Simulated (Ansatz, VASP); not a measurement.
CO2: VASP beside Ansatz

POSCAR

```
CO2
1.0
    4.2272127900      0.0000000000      0.0000000000
    0.0000000000      4.2272127900      0.0000000000
    0.0000000000      0.0000000000      4.6877715900
C O
2 4
Direct
    0.5000000000      0.5000000000      0.5000000000
    0.0000000000      0.0000000000      0.0000000000
    0.3048268600      0.6951731400      0.5000000000
    0.6951731400      0.3048268600      0.5000000000
    0.1951731400      0.1951731400      0.0000000000
    0.8048268600      0.8048268600      0.0000000000
```

Contents of INCAR.step1:

```
  PREC = Accurate
  ENCUT = 520
  ISMEAR = 0
  SIGMA = 0.1
  LREAL = False
  LASPH = True
  NELM = 80
  NBANDS = 25
  GGA = PE
  ALGO = Normal
  EDIFF = 1E-4
  LWAVE = True
  LCHARG = False
```

Contents of INCAR.step2:

```
  PREC = Accurate
  ENCUT = 520
  EDIFF = 1E-6
  ISMEAR = 0
  SIGMA = 0.1
  LREAL = False
  LASPH = True
  NELM = 80
  ALGO = Normal
  ISIF = 2
  LWAVE = False
  LCHARG = False
  METAGGA = R2SCAN
  LMIXTAU = True
  NBANDS = 25
  ISTART = 1
```

The input KPOINTS:

```
regular mesh
0
Gamma
  4 4 4
```

Input for Ansatz:

```yaml
crystal:
  lattice:
    - [4.22721279, 0.0, 0.0]
    - [0.0, 4.22721279, 0.0]
    - [0.0, 0.0, 4.68777159]
  atoms:
    - { symbol: C, position: [0.5, 0.5, 0.5] }
    - { symbol: C, position: [0.0, 0.0, 0.0] }
    - { symbol: O, position: [0.30482686, 0.69517314, 0.5] }
    - { symbol: O, position: [0.69517314, 0.30482686, 0.5] }
    - { symbol: O, position: [0.19517314, 0.19517314, 0.0] }
    - { symbol: O, position: [0.80482686, 0.80482686, 0.0] }
basis:
  ecutwfc: 500
kpoints:
  mp_grid: { grid: [4, 4, 4] }
hamiltonian:
  xc: r2scan
scf:
  occupations: { method: gaussian, width: 0.1 }
output:
  forces: true
  stress: true
  eigenvalues: true
```

Alike in both runs: task single point; functional r2SCAN; k mesh 4 × 4 × 4; occupations gaussian, width 0.1 eV; no spin polarisation.

|  | VASP | Ansatz |
| --- | --- | --- |
| version | VASP 6.6.1 | Ansatz 0.2.0 |
| potentials or method | VASP PAW PBE potentials, release 64 (C, O), cutoff 520 eV | scalar-relativistic, plane waves, PAW |
| valence electrons in the cell | 32 | 32 |

|  | VASP | Ansatz | Ansatz less VASP |
| --- | --- | --- | --- |
| gap on the k mesh at the Fermi level (eV) | 7.16 | 7.19 | +0.025 |
| least direct gap on the mesh (eV) | 7.64 | 7.67 | +0.024 |
| pressure (GPa) | 0.2 | -1.7 | -1.88 |
| traceless stress, the component that is largest in VASP (GPa) | -0.19 | 2.06 | +2.245 |
| rms of the force components (eV/Å) | 0.019 | 0.337 | +0.3181 |

VASP's potentials were made for PBE, not for r2SCAN. Atom by atom the forces differ by 0.356 eV/Å (rms over components). One of these differences is far larger than is usual between the two programs; its cause wasn't traced.

Noted on VASP's run: the standard files for N, O and F lose accuracy on very short bonds.
